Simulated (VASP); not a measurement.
# Ti (Fm-3m) in VASP: notebook

Runs on Ti. Level: PBEsol. Tasks: single point, relaxation of cell and atoms.

Everything below comes from runs of VASP 6.6.1. Logs are shortened: lines on timing, memory, paths and dates and some standing lists are left out, and cuts for length are marked.

## (1) The cell of the first run

It takes space group Fm-3m (No. 225, cubic). Conventional cell: a = 4.059 Å, b = 4.059 Å, c = 4.059 Å, α = 90.00°, β = 90.00°, γ = 90.00°. Ti (site symmetry m-3m) has 12 Ti at 2.87 Å within 3.8 Å.

## (2) Single point, PBEsol

The input, INCAR:

```
PREC = Accurate
ENCUT = 520
EDIFF = 1E-7
ISMEAR = -1
SIGMA = 0.1
LREAL = False
LASPH = True
NELM = 100
ALGO = Normal
ISIF = 2
LWAVE = False
LCHARG = False
GGA = PS
NBANDS = 12
```

The input, KPOINTS:

```
Automatic mesh
0
Gamma
  13 13 13
```

The input, POSCAR:

```
Ti
1.0
    0.0000000000      2.0292640165      2.0292640165
    2.0292640165      0.0000000000      2.0292640165
    2.0292640165      2.0292640165      0.0000000000
Ti
1
Direct
    0.0000000000      0.0000000000      0.0000000000
```

Potentials or basis: VASP PAW PBE potentials, release 64 (Ti_sv).

Run with:

```bash
cat potpaw_PBE.64/Ti_sv/POTCAR > POTCAR
mpirun -np 1 vasp_std > vasp.out
```

OUTCAR:

```text
PREC = Accurate
   ENCUT = 520
   EDIFF = 1E-7
   ISMEAR = -1
   LREAL = False
   LASPH = True
   NELM = 100
   ISIF = 2
   GGA = PS

 ion  position               nearest neighbor table
   1  0.000  0.000  0.000-

  LATTYP: Found a face centered cubic cell.
 ALAT       =     4.0585280330

  Lattice vectors:

 A1 = (   0.0000000000,   2.0292640165,   2.0292640165)
 A2 = (   2.0292640165,   0.0000000000,   2.0292640165)
 A3 = (   2.0292640165,   2.0292640165,   0.0000000000)

Analysis of symmetry for initial positions (statically):
=====================================================================
 Subroutine PRICEL returns:
 Original cell was already a primitive cell.

 Routine SETGRP: Setting up the symmetry group for a
 face centered cubic supercell.

 Subroutine GETGRP returns: Found 48 space group operations
 (whereof 48 operations were pure point group operations)
 out of a pool of 48 trial point group operations.

The static configuration has the point symmetry O_h .

Analysis of symmetry for dynamics (positions and initial velocities):
=====================================================================
 Subroutine PRICEL returns:
 Original cell was already a primitive cell.

 Routine SETGRP: Setting up the symmetry group for a
 face centered cubic supercell.

 Subroutine GETGRP returns: Found 48 space group operations
 (whereof 48 operations were pure point group operations)
 out of a pool of 48 trial point group operations.

The dynamic configuration has the point symmetry O_h .

 Subroutine INISYM returns: Found 48 space group operations
 (whereof 48 operations are pure point group operations),
 and found     1 'primitive' translations

----------------------------------------------------------------------------------------

                                     Primitive cell

  volume of cell :      16.7127

  direct lattice vectors                    reciprocal lattice vectors
     0.000000000  2.029264016  2.029264016    -0.246394750  0.246394750  0.246394750
     2.029264016  0.000000000  2.029264016     0.246394750 -0.246394750  0.246394750
     2.029264016  2.029264016  0.000000000     0.246394750  0.246394750 -0.246394750

  length of vectors
     2.869812694  2.869812694  2.869812694     0.426768226  0.426768226  0.426768226

  position of ions in fractional coordinates (direct lattice)
     0.000000000  0.000000000  0.000000000

  ion indices of the primitive-cell ions
   primitive index   ion index
                 1           1

----------------------------------------------------------------------------------------

 KPOINTS: Automatic mesh

Automatic generation of k-mesh.
 Grid dimensions read from file:
 generate k-points for:   13   13   13

 Generating k-lattice:

  Cartesian coordinates                     Fractional coordinates (reciprocal lattice)
    -0.018953442  0.018953442  0.018953442     0.076923077  0.000000000  0.000000000
     0.018953442 -0.018953442  0.018953442     0.000000000  0.076923077  0.000000000
     0.018953442  0.018953442 -0.018953442     0.000000000  0.000000000  0.076923077

  Length of vectors
     0.032828325  0.032828325  0.032828325

  Shift w.r.t. Gamma in fractional coordinates (k-lattice)
     0.000000000  0.000000000  0.000000000

 Subroutine IBZKPT returns following result:
 ===========================================

 Found     84 irreducible k-points:

 Following reciprocal coordinates:
            Coordinates               Weight
  0.000000  0.000000  0.000000      1.000000
  0.076923  0.000000  0.000000      8.000000
  0.153846  0.000000  0.000000      8.000000
  0.230769  0.000000  0.000000      8.000000
  0.307692  0.000000  0.000000      8.000000
  0.384615  0.000000  0.000000      8.000000
[... 16 lines left out ...]
  0.384615  0.153846  0.000000     24.000000
  0.461538  0.153846  0.000000     24.000000
 [... further k-points ...]
   k-points           NKPTS =     84   k-points in BZ     NKDIM =     84   number of bands    NBANDS=     12
   number of dos      NEDOS =    301   number of ions     NIONS =      1
   total plane-waves  NPLWV =  13824
   dimension x,y,z NGX =    24 NGY =   24 NGZ =   24
   dimension x,y,z NGXF=    48 NGYF=   48 NGZF=   48
   ions per type =               1
   NGX,Y,Z   is equivalent  to a cutoff of  13.90, 13.90, 13.90 a.u.
   NGXF,Y,Z  is equivalent  to a cutoff of  27.81, 27.81, 27.81 a.u.
 SYSTEM =  unknown system
   PREC   = accura    normal or accurate (medium, high low for compatibility)
   ISTART =      0    job   : 0-new  1-cont  2-samecut
   ICHARG =      2    charge: 1-file 2-atom 10-const
   ISPIN  =      1    spin polarized calculation?
   LNONCOLLINEAR =      F non collinear calculations
   LSORBIT =      F    spin-orbit coupling
   LASPH  =      T    aspherical Exc in radial PAW
   ENCUT  =  520.0 eV  38.22 Ry    6.18 a.u.   5.34  5.34  5.34*2*pi/ulx,y,z
   NELM   =    100;   NELMIN=  2; NELMDL= -5     # of ELM steps
   EDIFF  = 0.1E-06   stopping-criterion for ELM
   LREAL  =      F    real-space projection
   EDIFFG = 0.1E-05   stopping-criterion for IOM
   NSW    =      0    number of steps for IOM
   IBRION =     -1    ionic relax: 0-MD 1-quasi-New 2-CG
   NFREE  =      0    steps in history (QN), initial steepest desc. (CG)
   ISIF   =      2    stress and relaxation
   ISYM   =      2    0-nonsym 1-usesym 2-fastsym
   POTIM  = 0.5000    time-step for ionic-motion
   TEBEG  =    0.0;   TEEND  =   0.0 temperature during run
   PSTRESS=    0.0 pullay stress
   NELECT =      12.0000    total number of electrons
   NUPDOWN=      -1.0000    fix difference up-down
   EMIN   =  10.00;   EMAX   =-10.00  energy-range for DOS
   EFERMI =   0.00;   METHOD = LEGACY
   ISMEAR =    -1;   SIGMA  =   0.10  broadening in eV -4-tet -1-fermi 0-gaus
   EFERMI_NEDOS =   21; number of points for ismear=-14 and -15
   IALGO  =     38    algorithm
   IMIX   =      4    mixing-type and parameters
     AMIX     =   0.40;   BMIX     =  1.00
     AMIX_MAG =   1.60;   BMIX_MAG =  1.00
  volume/ion in A,a.u.               =      16.71       112.78
  Fermi-wavevector in a.u.,A,eV,Ry     =   1.465953  2.770249 29.239165  2.149018
  Thomas-Fermi vector in A             =   2.581748
   LORBIT       =      0    0 simple, 1 ext, 2 COOP (PROOUT), +10 PAW based schemes
   GGA     = PS    functional components
   LHFCALC =     F    Hartree Fock is set to
   AEXX    =    0.0000 exact exchange contribution
   IVDW    =     0    specifies the selected vdW correction
   LEPSILON=     F    determine dielectric tensor
   LRPA    =     F    only Hartree local field effects (RPA)
 non-spin polarized calculation
  energy-cutoff  :      520.00
  volume of cell :       16.71
 maximum number of plane-waves:       465
 NGX is ok and might be reduce to    24
   NGX = 11   NGY = 11   NGZ = 11

 number of electron      12.0000002 magnetization

 Free energy of the ion-electron system (eV)
  ---------------------------------------------------
  ext. energy  EPLUGINS =         0.00000000
  ---------------------------------------------------
  free energy    TOTEN  =        -8.31091777 eV

  energy without entropy =       -8.25768690  energy(sigma->0) =       -8.28430233

 E-fermi :   8.5090     XC(G=0): -11.8208

 val. band max:        8.4989078207   @ k =  -0.3846   0.3077   0.1538
 cond. band min:       8.5869536496   @ k =  -0.3846   0.3846   0.1538
 fundamental gap:      0.0880458288
 Fermi energy:         8.5090305793

 k-point     1 :       0.0000    0.0000    0.0000
  band No.  band energies     occupation
      1     -47.9022      2.00000
      2     -23.8084      2.00000
      3     -23.8084      2.00000
      4     -23.8084      2.00000
      5       2.3191      2.00000
      6       9.4093      0.00025
      7       9.4093      0.00025
      8       9.4093      0.00025
      9      11.1217      0.00000
     10      11.1217      0.00000
     11      23.9881      0.00000
     12      28.6096      0.00000

 k-point     2 :       0.0769    0.0000    0.0000
  band No.  band energies     occupation
      1     -47.8940      2.00000
      2     -23.8541      2.00000
      3     -23.8141      2.00000
      4     -23.8141      2.00000
      5       2.5175      2.00000
      6       9.2859      0.00085
      7       9.4810      0.00012
      8       9.4810      0.00012
      9      11.0754      0.00000
     10      11.0754      0.00000
     11      24.1586      0.00000
     12      27.2223      0.00000

 k-point     3 :       0.1538    0.0000    0.0000
  band No.  band energies     occupation
      1     -47.8711      2.00000
      2     -23.9798      2.00000
      3     -23.8297      2.00000
      4     -23.8297      2.00000
      5       3.0846      2.00000
      6       8.9790      0.01804
      7       9.6358      0.00003
      8       9.6358      0.00003
      9      11.0096      0.00000
     10      11.0096      0.00000
     11      24.1506      0.00000
     12      25.3454      0.00000
[... 286 lines left out ...]
 k-point    23 :       0.3846    0.1538    0.0000
  band No.  band energies     occupation
      1     -47.7756      2.00000
      2     -24.3762      2.00000
      3     -23.9538      2.00000
      4     -23.9393      2.00000
      5       5.6222      2.00000
      6       8.0010      1.98764
      7       9.1058      0.00511
      8      10.0140      0.00000
      9      11.8488      0.00000
     10      12.1035      0.00000
     11      19.8492      0.00000
     12      24.1008      0.00000

 k-point    24 :       0.4615    0.1538    0.0000
  band No.  band energies     occupation
      1     -47.7530      2.00000
      2     -24.4779      2.00000
      3     -23.9904      2.00000
      4     -23.9454      2.00000
      5       6.1844      2.00000
      6       8.0692      1.97570
      7       9.0280      0.01108
      8       9.8551      0.00000
      9      12.3088      0.00000
     10      12.7413      0.00000
     11      17.9758      0.00000
     12      23.4730      0.00000

 [... further k-points ...]
[... 5 lines left out ...]
  --------------------------------------------------------------------------------------
  -------------------------------------------------------------------------------------
  Total       -0.0261710     -0.0261710     -0.0261710      0.0000000     -0.0000000     -0.0000000
  in kB       -2.5089122     -2.5089122     -2.5089122      0.0000000     -0.0000000     -0.0000000
  external PRESSURE =      -2.5089122 kB  Pullay stress =       0.0000000 kB

 VOLUME and BASIS-vectors are now :
 -----------------------------------------------------------------------------
  energy-cutoff  :      520.00
  volume of cell :       16.71
      direct lattice vectors                 reciprocal lattice vectors
     0.000000000  2.029264016  2.029264016    -0.246394750  0.246394750  0.246394750
     2.029264016  0.000000000  2.029264016     0.246394750 -0.246394750  0.246394750
     2.029264016  2.029264016  0.000000000     0.246394750  0.246394750 -0.246394750

 POSITION                                       TOTAL-FORCE (eV/Angst)
 -----------------------------------------------------------------------------------
      0.00000      0.00000      0.00000         0.000000      0.000000      0.000000
 -----------------------------------------------------------------------------------
    total drift:                               -0.000000      0.000000     -0.000000

  FREE ENERGIE OF THE ION-ELECTRON SYSTEM (eV)
  ---------------------------------------------------
  free  energy   TOTEN  =        -8.3109177720 eV

  energy  without entropy=       -8.2576868967  energy(sigma->0) =       -8.28430233
```

Wall time 13 s (1 thread of Intel Xeon Platinum 8259CL at 2.50GHz (Skylake/Cascade Lake), shared host); peak memory 0.14 GiB.

What came out:

```yaml
Free_energy: -8.3109 eV
Pressure: -0.3 GPa
Band_gap_on_the_k_mesh: zero (band 6 reaches 9.41 eV, above the bottom of band 7 at 7.99 eV)
```

Caveat: the PAW data sets were made with another functional, which shifts forces and pressure a little.

## (3) Relaxation of cell and atoms, PBEsol

This run uses another cell than the first one, of 17.66 Å³/atom, 1.057 times its volume.

The input, INCAR:

```
SYSTEM = Ti
PREC = Accurate
ENCUT = 600
EDIFF = 1E-6
ISMEAR = -1
SIGMA = 0.1
LREAL = .False.
LASPH = .True.
NELM = 100
ALGO = Normal
ISIF = 3
LWAVE = .False.
LCHARG = .False.
GGA = PS
IBRION = 2
NSW = 80
EDIFFG = -0.01
```

The input, KPOINTS:

```
Automatic mesh
0
Gamma
  13 13 13
  0 0 0
```

The input, POSCAR:

```
Ti
1.0
    0.0000000000      2.0668332624      2.0668332624
    2.0668332624      0.0000000000      2.0668332624
    2.0668332624      2.0668332624      0.0000000000
Ti
1
Direct
    0.0000000000      0.0000000000      0.0000000000
```

Potentials or basis: VASP PAW PBE potentials, release 64 (Ti_sv).

Run with:

```bash
cat potpaw_PBE.64/Ti_sv/POTCAR > POTCAR
mpirun -np 1 vasp_std > vasp.out
```

OUTCAR:

```text
SYSTEM = Ti
   PREC = Accurate
   ENCUT = 600
   EDIFF = 1E-6
   ISMEAR = -1
   LREAL = .False.
   LASPH = .True.
   NELM = 100
   ISIF = 3
   GGA = PS
   IBRION = 2
   NSW = 80
   EDIFFG = -0.01

 ion  position               nearest neighbor table
   1  0.000  0.000  0.000-

  LATTYP: Found a face centered cubic cell.
 ALAT       =     4.1336665248

  Lattice vectors:

 A1 = (   0.0000000000,   2.0668332624,   2.0668332624)
 A2 = (   2.0668332624,   0.0000000000,   2.0668332624)
 A3 = (   2.0668332624,   2.0668332624,   0.0000000000)

Analysis of symmetry for initial positions (statically):
=====================================================================
 Subroutine PRICEL returns:
 Original cell was already a primitive cell.

 Routine SETGRP: Setting up the symmetry group for a
 face centered cubic supercell.

 Subroutine GETGRP returns: Found 48 space group operations
 (whereof 48 operations were pure point group operations)
 out of a pool of 48 trial point group operations.

The static configuration has the point symmetry O_h .

Analysis of symmetry for dynamics (positions and initial velocities):
=====================================================================
[... 164 lines left out ...]
  Total       -0.6452963     -0.6452963     -0.6452963      0.0000000      0.0000000     -0.0000000
  in kB      -58.5495353    -58.5495353    -58.5495353      0.0000000      0.0000000     -0.0000000
  external PRESSURE =     -58.5495353 kB  Pullay stress =       0.0000000 kB
[... 57 lines left out ...]
--------------------------------------- Ionic step        3  -------------------------------------------

 number of electron      12.0000001 magnetization

 Free energy of the ion-electron system (eV)
  ---------------------------------------------------
  ext. energy  EPLUGINS =         0.00000000
  ---------------------------------------------------
  free energy    TOTEN  =        -8.31118641 eV

  energy without entropy =       -8.25810102  energy(sigma->0) =       -8.28464372

 E-fermi :   8.5320     XC(G=0): -11.8308

 val. band max:        8.5219795647   @ k =  -0.3846   0.3077   0.1538
 cond. band min:       8.6108724558   @ k =  -0.3846   0.3846   0.1538
 fundamental gap:      0.0888928911
 Fermi energy:         8.5319662175

 k-point     1 :       0.0000    0.0000    0.0000
  band No.  band energies     occupation
      1     -47.8760      2.00000
      2     -23.7797      2.00000
      3     -23.7797      2.00000
      4     -23.7797      2.00000
      5       2.3378      2.00000
      6       9.4333      0.00024
      7       9.4333      0.00024
      8       9.4333      0.00024
      9      11.1506      0.00000
     10      11.1506      0.00000
[... 287 lines left out ...]
 k-point    24 :       0.4615    0.1538    0.0000
  band No.  band energies     occupation
      1     -47.7255      2.00000
      2     -24.4538      2.00000
      3     -23.9629      2.00000
      4     -23.9176      2.00000
      5       6.2048      2.00000
      6       8.0919      1.97576
      7       9.0518      0.01099
      8       9.8803      0.00000
      9      12.3412      0.00000
     10      12.7752      0.00000

 [... further k-points ...]
[... 5 lines left out ...]
  --------------------------------------------------------------------------------------
  -------------------------------------------------------------------------------------
  Total        0.0008784      0.0008784      0.0008784     -0.0000000      0.0000000     -0.0000000
  in kB        0.0843838      0.0843838      0.0843838     -0.0000000      0.0000000     -0.0000000
  external PRESSURE =       0.0843838 kB  Pullay stress =       0.0000000 kB
[... 16 lines left out ...]
  FREE ENERGIE OF THE ION-ELECTRON SYSTEM (eV)
  ---------------------------------------------------
  free  energy   TOTEN  =        -8.3111864136 eV

  energy  without entropy=       -8.2581010199  energy(sigma->0) =       -8.28464372

 reached required accuracy - stopping structural energy minimisation
```

CONTCAR:

```text
Ti
   1.00000000000000
     0.0000000000000000    2.0278318432878040    2.0278318432878040
     2.0278318432878044    0.0000000000000000    2.0278318432878040
     2.0278318432878044    2.0278318432878040    0.0000000000000000
  Ti
     1
Direct
     0.0000000000000000    0.0000000000000000    0.0000000000000000

  0.00000000E+00  0.00000000E+00  0.00000000E+00
```

It took 29 s on 1 thread of Intel Xeon Platinum 8259CL at 2.50GHz (Skylake/Cascade Lake), shared host; peak memory 0.16 GiB.

What came out:

```
Free energy                            : -8.3112 eV
Relaxed volume                         : 16.68 Å³/atom
Relaxed cell                           : a = 2.868 Å, b = 2.868 Å, c = 2.868 Å, α = 60.00°, β = 60.00°, γ = 60.00°
Space group after relaxing (to 0.05 Å) : Fm-3m (No. 225)
Energy gained by relaxing              : 18.8 meV/atom
Ionic steps                            : 3
Pressure after relaxing                : 0.0 GPa
Band gap on the k mesh                 : zero (band 6 reaches 9.43 eV, above the bottom of band 7 at 8.01 eV)
```

Step by step:
```csv
step,energy change (eV),largest force (eV/Å),pressure (GPa),volume (Å³)
1,0.0000,0.0000,-5.85,17.66
2,-0.0103,0.0000,4.49,16.06
3,-0.0188,0.0000,0.01,16.68
```

Final structure:
```
Ti
1.0
     0.00000    2.02783    2.02783
     2.02783    0.00000    2.02783
     2.02783    2.02783    0.00000
Ti
1
Cartesian
  0.0000 0.0000 0.0000
```

Levels at points of the mesh, in eV from the Fermi level:
| k point | band 3 | band 4 | band 5 | band 6 | band 7 | band 8 | band 9 | band 10 |
| --- | --- | --- | --- | --- | --- | --- | --- | --- |
| (0.00, 0.00, 0.00) | -32.31 | -32.31 | -6.19 | 0.90 | 0.90 | 0.90 | 2.62 | 2.62 |

Caveat: the PAW data sets were made with another functional, which shifts forces and pressure a little.

[end of part 1 of 2]
